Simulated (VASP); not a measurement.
Na: single point with PBEsol

The system is Na.

```xyz
1
Lattice="3.3419 0.0000 0.0000 0.0000 3.3419 0.0000 0.0000 0.0000 3.3419" Properties=species:S:1:pos:R:3 pbc="T T T"
Na    0.0000    0.0000    0.0000
```

| Quantity | Value |
| --- | --- |
| Program | VASP 6.6.1 |
| Task | single point |
| Functional | PBEsol |
| Potentials or basis | VASP PAW PBE potentials, release 64 (Na_pv) |
| Cutoff | 520 eV |
| k mesh | 11 × 11 × 11 |
| Occupations | fermi-dirac, width 0.1 eV |
| Spin | no spin polarisation |
| Dipole correction | no |
| Further INCAR settings | ALGO = Normal; EDIFF = 1e-06; NBANDS = 10 |

```json
{
  "Pressure": "0.3 GPa"
}
```

Levels at points of the mesh, in eV from the Fermi level:
| k point | band 1 | band 2 | band 3 | band 4 | band 5 | band 6 | band 7 | band 8 | band 9 |
| --- | --- | --- | --- | --- | --- | --- | --- | --- | --- |
| (0.00, 0.00, 0.00) | -24.95 | -24.95 | -24.95 | -3.25 | 8.49 | 8.49 | 9.92 | 9.92 | 9.92 |

Run time: 10 s on 1 thread of Intel(R) Xeon(R) 6975P-C (Granite Rapids) (shared host), peak memory 0.15 GiB.

Caveat: the PAW data sets were made with another functional, which shifts forces and pressure a little.
